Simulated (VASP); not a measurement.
# AlGa3N4 (R3m) in VASP: notebook

The runs below take AlGa3N4 through single point, with LDA.

Program: VASP 6.6.1. These are calculated values, not measurements. Logs are shortened: lines on timing, memory, paths and dates and some standing lists are left out, and cuts for length are marked.

## Step 1: The cell of the first run

Symmetry: R3m, No. 160, trigonal system. The conventional cell has a = 6.153 Å, b = 6.153 Å, c = 8.254 Å, α = 90.00°, β = 90.00°, γ = 120.00°. Al (site symmetry 3m) has 4 N at 1.87 to 2.02 Å within 2.5 Å. Ga (site symmetry m) has 4 N at 1.92 to 2.08 Å within 2.5 Å. N (site symmetry m) has 1 Al at 1.87 Å and 3 Ga at 1.92 to 2.08 Å within 2.5 Å. Within 2.5 Å of N (site symmetry 3m) lie 3 Ga at 1.92 Å and 1 Al at 2.02 Å.

## Step 2: Single point, LDA (11.28 Å³/atom)

The input, INCAR:

```
PREC     = Accurate       # precision mode
ENCUT    = 520            # plane-wave cutoff, eV
EDIFF    = 1E-7           # SCF threshold, eV
ISMEAR   = 0              # smearing method
SIGMA    = 0.05           # smearing width, eV
LREAL    = False          # projectors in reciprocal space
LASPH    = True           # aspherical terms in the spheres
NELM     = 60             # most SCF steps
ALGO     = Normal         # electronic algorithm
ISIF     = 2              # what is computed and relaxed
LWAVE    = False          # write WAVECAR
LCHARG   = True           # write CHGCAR
GGA      = CA             # functional
LELF     = True           # ELF
LVHAR    = True         
NBANDS   = 41             # bands
```

The input, KPOINTS:

```
regular mesh
0
Gamma
  6 6 6
```

The input, POSCAR:

```
AlGa3N4
1.0
    4.4891589839      0.1382149876      0.1382149876
    0.1382149876      4.4891589839      0.1382149876
    0.1382149876      0.1382149876      4.4891589839
Al Ga N
1 3 4
Direct
    0.0000000000      0.0000000000      0.0000000000
    0.5000000000      0.5000000000      0.0000000000
    0.5000000000      0.0000000000      0.5000000000
    0.0000000000      0.5000000000      0.5000000000
    0.7548078379      0.7548078379      0.2451921621
    0.7548078379      0.2451921621      0.7548078379
    0.2451921621      0.7548078379      0.7548078379
    0.2451921621      0.2451921621      0.2451921621
```

Potentials or basis: VASP PAW LDA potentials, release 64 (Al, Ga_d, N).

Started as:

```
cat potpaw_LDA.64/Al/POTCAR potpaw_LDA.64/Ga_d/POTCAR potpaw_LDA.64/N/POTCAR > POTCAR
mpirun -np 1 vasp_std > vasp.out
```

OUTCAR:

```text
PREC = Accurate
   ENCUT = 520
   EDIFF = 1E-7
   ISMEAR = 0
   LREAL = False
   LASPH = True
   NELM = 60
   ISIF = 2
   GGA = CA

 ion  position               nearest neighbor table
   1  0.000  0.000  0.000-   5 1.87   6 1.87   7 1.87   8 2.02   3 3.08   4 3.08   2 3.08   4 3.08
                             2 3.08   3 3.08
   2  0.500  0.500  0.000-   6 1.92   7 1.92   8 1.92   5 2.08   1 3.08   1 3.08
   3  0.500  0.000  0.500-   7 1.92   5 1.92   8 1.92   6 2.08   1 3.08   1 3.08
   4  0.000  0.500  0.500-   6 1.92   5 1.92   8 1.92   7 2.08   1 3.08   1 3.08
   5  0.755  0.755  0.245-   1 1.87   3 1.92   4 1.92   2 2.08
   6  0.755  0.245  0.755-   1 1.87   2 1.92   4 1.92   3 2.08
   7  0.245  0.755  0.755-   1 1.87   2 1.92   3 1.92   4 2.08
   8  0.245  0.245  0.245-   2 1.92   3 1.92   4 1.92   1 2.02

  LATTYP: Found a trigonal (rhomboedric) cell.
 ALAT       =     4.4934124169
 COS(alpha) =     0.0624068530

  Lattice vectors:

 A1 = (   4.4891589839,   0.1382149876,   0.1382149876)
 A2 = (   0.1382149876,   4.4891589839,   0.1382149876)
 A3 = (   0.1382149876,   0.1382149876,   4.4891589839)

Analysis of symmetry for initial positions (statically):
=====================================================================
 Subroutine PRICEL returns:
 Original cell was already a primitive cell.

 Routine SETGRP: Setting up the symmetry group for a
 trigonal (rhombohedral) supercell.

 Subroutine GETGRP returns: Found  6 space group operations
 (whereof  6 operations were pure point group operations)
 out of a pool of 12 trial point group operations.

The static configuration has the point symmetry C_3v.

Analysis of symmetry for dynamics (positions and initial velocities):
=====================================================================
 Subroutine PRICEL returns:
 Original cell was already a primitive cell.

 Routine SETGRP: Setting up the symmetry group for a
 trigonal (rhombohedral) supercell.

 Subroutine GETGRP returns: Found  6 space group operations
 (whereof  6 operations were pure point group operations)
 out of a pool of 12 trial point group operations.

The dynamic configuration has the point symmetry C_3v.

 Subroutine INISYM returns: Found  6 space group operations
 (whereof  6 operations are pure point group operations),
 and found     1 'primitive' translations

----------------------------------------------------------------------------------------

                                     Primitive cell

  volume of cell :      90.2160

  direct lattice vectors                    reciprocal lattice vectors
     4.489158984  0.138214988  0.138214988     0.223169338 -0.006665843 -0.006665843
     0.138214988  4.489158984  0.138214988    -0.006665843  0.223169338 -0.006665843
     0.138214988  0.138214988  4.489158984    -0.006665843 -0.006665843  0.223169338

  length of vectors
     4.493412417  4.493412417  4.493412417     0.223368351  0.223368351  0.223368351

  position of ions in fractional coordinates (direct lattice)
     0.000000000  0.000000000  0.000000000
     0.500000000  0.500000000  0.000000000
     0.500000000  0.000000000  0.500000000
     0.000000000  0.500000000  0.500000000
     0.754807838  0.754807838  0.245192162
     0.754807838  0.245192162  0.754807838
     0.245192162  0.754807838  0.754807838
     0.245192162  0.245192162  0.245192162

  ion indices of the primitive-cell ions
   primitive index   ion index
                 1           1
                 2           2
                 3           3
                 4           4
                 5           5
                 6           6
                 7           7
                 8           8

----------------------------------------------------------------------------------------

 KPOINTS: regular mesh

Automatic generation of k-mesh.
 Grid dimensions read from file:
 generate k-points for:    6    6    6

 Generating k-lattice:

  Cartesian coordinates                     Fractional coordinates (reciprocal lattice)
     0.037194890 -0.001110974 -0.001110974     0.166666667  0.000000000  0.000000000
    -0.001110974  0.037194890 -0.001110974     0.000000000  0.166666667  0.000000000
    -0.001110974 -0.001110974  0.037194890     0.000000000  0.000000000  0.166666667

  Length of vectors
     0.037228059  0.037228059  0.037228059

  Shift w.r.t. Gamma in fractional coordinates (k-lattice)
     0.000000000  0.000000000  0.000000000

 Subroutine IBZKPT returns following result:
 ===========================================

 Found     32 irreducible k-points:

 Following reciprocal coordinates:
            Coordinates               Weight
  0.000000  0.000000  0.000000      1.000000
  0.166667 -0.000000 -0.000000      6.000000
  0.333333 -0.000000 -0.000000      6.000000
  0.500000 -0.000000  0.000000      3.000000
  0.166667  0.166667 -0.000000      6.000000
  0.333333  0.166667 -0.000000     12.000000
[... 16 lines left out ...]
  0.500000  0.500000  0.166667      6.000000
 -0.333333  0.500000  0.166667     12.000000
 [... further k-points ...]
   k-points           NKPTS =     32   k-points in BZ     NKDIM =     32   number of bands    NBANDS=     41
   number of dos      NEDOS =    301   number of ions     NIONS =      8
   total plane-waves  NPLWV =  46656
   dimension x,y,z NGX =    36 NGY =   36 NGZ =   36
   dimension x,y,z NGXF=    72 NGYF=   72 NGZF=   72
   ions per type =               1   3   4
   NGX,Y,Z   is equivalent  to a cutoff of  13.32, 13.32, 13.32 a.u.
   NGXF,Y,Z  is equivalent  to a cutoff of  26.64, 26.64, 26.64 a.u.
 SYSTEM =  unknown system
   PREC   = accura    normal or accurate (medium, high low for compatibility)
   ISTART =      0    job   : 0-new  1-cont  2-samecut
   ICHARG =      2    charge: 1-file 2-atom 10-const
   ISPIN  =      1    spin polarized calculation?
   LNONCOLLINEAR =      F non collinear calculations
   LSORBIT =      F    spin-orbit coupling
   LASPH  =      T    aspherical Exc in radial PAW
   ENCUT  =  520.0 eV  38.22 Ry    6.18 a.u.   8.35  8.35  8.35*2*pi/ulx,y,z
   NELM   =     60;   NELMIN=  2; NELMDL= -5     # of ELM steps
   EDIFF  = 0.1E-06   stopping-criterion for ELM
   LREAL  =      F    real-space projection
   EDIFFG = 0.1E-05   stopping-criterion for IOM
   NSW    =      0    number of steps for IOM
   IBRION =     -1    ionic relax: 0-MD 1-quasi-New 2-CG
   NFREE  =      0    steps in history (QN), initial steepest desc. (CG)
   ISIF   =      2    stress and relaxation
   ISYM   =      2    0-nonsym 1-usesym 2-fastsym
   POTIM  = 0.5000    time-step for ionic-motion
   TEBEG  =    0.0;   TEEND  =   0.0 temperature during run
   PSTRESS=    0.0 pullay stress
   NELECT =      62.0000    total number of electrons
   NUPDOWN=      -1.0000    fix difference up-down
   EMIN   =  10.00;   EMAX   =-10.00  energy-range for DOS
   EFERMI =   0.00;   METHOD = LEGACY
   ISMEAR =     0;   SIGMA  =   0.05  broadening in eV -4-tet -1-fermi 0-gaus
   EFERMI_NEDOS =   21; number of points for ismear=-14 and -15
   IALGO  =     38    algorithm
   IMIX   =      4    mixing-type and parameters
     AMIX     =   0.40;   BMIX     =  1.00
     AMIX_MAG =   1.60;   BMIX_MAG =  1.00
  volume/ion in A,a.u.               =      11.28        76.10
  Fermi-wavevector in a.u.,A,eV,Ry     =   1.444700  2.730086 28.397492  2.087157
  Thomas-Fermi vector in A             =   2.562965
   LORBIT       =      0    0 simple, 1 ext, 2 COOP (PROOUT), +10 PAW based schemes
   GGA     = CA    functional components
   LHFCALC =     F    Hartree Fock is set to
   AEXX    =    0.0000 exact exchange contribution
   IVDW    =     0    specifies the selected vdW correction
   LEPSILON=     F    determine dielectric tensor
   LRPA    =     F    only Hartree local field effects (RPA)
 non-spin polarized calculation
 Gauss-broadening in eV      SIGMA  =   0.05
  energy-cutoff  :      520.00
  volume of cell :       90.22
 maximum number of plane-waves:      2455
 NGX is ok and might be reduce to    36
   NGX = 17   NGY = 17   NGZ = 17

 number of electron      61.9999973 magnetization

 Free energy of the ion-electron system (eV)
  ---------------------------------------------------
  ext. energy  EPLUGINS =         0.00000000
  ---------------------------------------------------
  free energy    TOTEN  =       -57.57486483 eV

  energy without entropy =      -57.57486483  energy(sigma->0) =      -57.57486483

 E-fermi :   5.4664     XC(G=0): -11.8767

 val. band max:        5.2146534010   @ k =   0.0000   0.0000   0.0000
 cond. band min:       7.1249631644   @ k =   0.0000   0.0000   0.0000
 fundamental gap:      1.9103097634
 Fermi energy:         5.4664464724

 k-point     1 :       0.0000    0.0000    0.0000
  band No.  band energies     occupation
      1     -10.4465      2.00000
      2      -9.4153      2.00000
      3      -9.2928      2.00000
      4      -9.2928      2.00000
      5      -8.2241      2.00000
      6      -8.2034      2.00000
[... 33 lines left out ...]
     40      16.4375      0.00000
     41      16.6058      0.00000

 k-point     2 :       0.1667   -0.0000   -0.0000
  band No.  band energies     occupation
      1     -10.3378      2.00000
      2      -9.4237      2.00000
      3      -9.3084      2.00000
      4      -9.2925      2.00000
      5      -8.2156      2.00000
      6      -8.2002      2.00000
[... 33 lines left out ...]
     40      16.0536      0.00000
     41      16.4806      0.00000

 k-point     3 :       0.3333   -0.0000   -0.0000
  band No.  band energies     occupation
      1     -10.0531      2.00000
      2      -9.4797      2.00000
      3      -9.3471      2.00000
      4      -9.2921      2.00000
      5      -8.1913      2.00000
      6      -8.1882      2.00000
[... 33 lines left out ...]
     40      15.8925      0.00000
     41      16.0523      0.00000

 k-point     4 :       0.5000   -0.0000    0.0000
  band No.  band energies     occupation
      1      -9.7858      2.00000
      2      -9.6226      2.00000
      3      -9.3631      2.00000
      4      -9.2919      2.00000
      5      -8.1677      2.00000
      6      -8.1659      2.00000
[... 825 lines left out ...]
     40      15.3961      0.00000
     41      15.5397      0.00000

 k-point    23 :       0.5000    0.5000    0.1667
  band No.  band energies     occupation
      1      -9.6221      2.00000
      2      -9.5362      2.00000
      3      -9.3772      2.00000
      4      -9.3730      2.00000
      5      -8.2023      2.00000
      6      -8.1905      2.00000
[... 33 lines left out ...]
     40      15.0043      0.00000
     41      15.0238      0.00000

 k-point    24 :      -0.3333    0.5000    0.1667
  band No.  band energies     occupation
      1      -9.6588      2.00000
      2      -9.5106      2.00000
      3      -9.3945      2.00000
      4      -9.3527      2.00000
      5      -8.2041      2.00000
      6      -8.1856      2.00000
[... 33 lines left out ...]
     40      14.9230      0.00000
     41      15.1293      0.00000

 [... further k-points ...]
[... 5 lines left out ...]
  --------------------------------------------------------------------------------------
  -------------------------------------------------------------------------------------
  Total       -2.4824242     -2.4824242     -2.4824242     -6.0312584     -6.0312584     -6.0312584
  in kB      -44.0862342    -44.0862342    -44.0862342   -107.1112161   -107.1112161   -107.1112161
  external PRESSURE =     -44.0862342 kB  Pullay stress =       0.0000000 kB

 VOLUME and BASIS-vectors are now :
 -----------------------------------------------------------------------------
  energy-cutoff  :      520.00
  volume of cell :       90.22
      direct lattice vectors                 reciprocal lattice vectors
     4.489158984  0.138214988  0.138214988     0.223169338 -0.006665843 -0.006665843
     0.138214988  4.489158984  0.138214988    -0.006665843  0.223169338 -0.006665843
     0.138214988  0.138214988  4.489158984    -0.006665843 -0.006665843  0.223169338

 POSITION                                       TOTAL-FORCE (eV/Angst)
 -----------------------------------------------------------------------------------
      0.00000      0.00000      0.00000         0.269435      0.269435      0.269435
      2.31369      2.31369      0.13821         0.269780      0.269780      0.253884
      2.31369      0.13821      2.31369         0.269780      0.253884      0.269780
      0.13821      2.31369      2.31369         0.253884      0.269780      0.269780
      3.52667      3.52667      1.30936        -0.243754     -0.243754     -0.238858
      3.52667      1.30936      3.52667        -0.243754     -0.238858     -0.243754
      1.30936      3.52667      3.52667        -0.238858     -0.243754     -0.243754
      1.16849      1.16849      1.16849        -0.336512     -0.336512     -0.336512
 -----------------------------------------------------------------------------------
    total drift:                                0.000029      0.000029      0.000030

  FREE ENERGIE OF THE ION-ELECTRON SYSTEM (eV)
  ---------------------------------------------------
  free  energy   TOTEN  =       -57.5748648314 eV

  energy  without entropy=      -57.5748648314  energy(sigma->0) =      -57.57486483
```

Run time: 2.7 min. Hardware: 1 thread of Intel Xeon 8259CL, shared host; peak memory 0.23 GiB.

What came out:

* Free energy: -57.5749 eV
* Pressure: -4.4 GPa
* Largest force: 0.583 eV/Å
* Band gap on the k mesh: 1.91 eV

Forces in eV/Å, atoms in the order of the input:
```
Al   0.269  0.269  0.269
Ga   0.270  0.270  0.254
Ga   0.270  0.254  0.270
Ga   0.254  0.270  0.270
N   -0.244 -0.244 -0.239
N   -0.244 -0.239 -0.244
N   -0.239 -0.244 -0.244
N   -0.337 -0.337 -0.337
```

Caveat: the cell stands under tension.

(Continued in part 2 of 3.)
